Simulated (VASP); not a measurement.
Input of a VASP 6.6.1 run:

INCAR

```
PREC = Accurate
ENCUT = 520
EDIFF = 1E-6
ISMEAR = 0
SIGMA = 0.1
LREAL = F
LASPH = T
NELM = 60
ALGO = Normal
ISIF = 2
LWAVE = F
LCHARG = F
GGA = PE
NBANDS = 51
```

File KPOINTS:

```
regular mesh
0
Gamma
  4 4 2
```

POSCAR

```
LuHfF
1.0
    3.7922026500      0.0000000000      0.0000000000
    0.0000000000      3.7922026500      0.0000000000
    0.0000000000      0.0000000000      7.7664683300
Lu Hf F
2 2 2
Direct
    0.5000000000      0.0000000000      0.8306599900
    0.0000000000      0.5000000000      0.1693400100
    0.5000000000      0.0000000000      0.4480800000
    0.0000000000      0.5000000000      0.5519200000
    0.5000000000      0.0000000000      0.1681000000
    0.0000000000      0.5000000000      0.8319000000
```

Potentials or basis: VASP PAW PBE potentials, release 64 (Lu, Hf_pv, F).

The run is started by

```bash
$ cat potpaw_PBE.64/Lu/POTCAR potpaw_PBE.64/Hf_pv/POTCAR potpaw_PBE.64/F/POTCAR > POTCAR
$ mpirun -np 1 vasp_std > vasp.out
```

Problem. Estimate the largest force.

Solution. 2.132 eV/Å.

Problem. What does it give for the band gap on the k mesh?

Solution. Zero (band 42 reaches 4.72 eV, above the bottom of band 43 at 4.23 eV).

Problem. Predict the pressure.

Solution. 5.4 GPa.

Forces on the atoms (eV/Å):
```
Lu   0.000  0.000  0.017
Lu   0.000  0.000 -0.017
Hf   0.000  0.000 -2.132
Hf   0.000  0.000  2.132
F    0.000  0.000 -0.721
F    0.000  0.000  0.721
```

Caveat: the k points lie up to 0.41 Å⁻¹ apart; spin-orbit coupling is left out, which moves the levels of the heavy elements; forces of over 1 eV/Å act on the atoms, so gaps and moduli don't describe the material at rest.
